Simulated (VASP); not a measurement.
Here is a VASP 6.6.1 calculation.

File INCAR:

```
  PREC = Accurate
  ENCUT = 520
  EDIFF = 1E-7
  ISMEAR = 0
  SIGMA = 0.02
  LREAL = F
  LASPH = T
  NELM = 80
  ALGO = Normal
  ISIF = 2
  LWAVE = F
  LCHARG = F
  GGA = PS
  NBANDS = 24
```

File KPOINTS:

```
Automatic mesh
0
Gamma
  6 6 6
```

File POSCAR:

```
KMgF3
1.0
    4.0303985343      0.0000000000      0.0000000000
    0.0000000000      4.0303985343      0.0000000000
    0.0000000000      0.0000000000      4.0303985343
K Mg F
1 1 3
Direct
    0.5000000000      0.5000000000      0.5000000000
    0.0000000000      0.0000000000      0.0000000000
    0.5000000000      0.0000000000      0.0000000000
    0.0000000000      0.5000000000      0.0000000000
    0.0000000000      0.0000000000      0.5000000000
```

Potentials or basis: VASP PAW PBE potentials, release 64 (K_sv, Mg, F).

Command:

```bash
$ cat potpaw_PBE.64/K_sv/POTCAR potpaw_PBE.64/Mg/POTCAR potpaw_PBE.64/F/POTCAR > POTCAR
$ mpirun -np 1 vasp_std > vasp.out
```

(1) Estimate the band gap on the k mesh.

(2) Predict the pressure.

Results:

(1) 6.88 eV, indirect (least direct gap 7.21 eV).

(2) -2.4 GPa.

Caveat: the PAW data sets were made with another functional, which shifts forces and pressure a little.
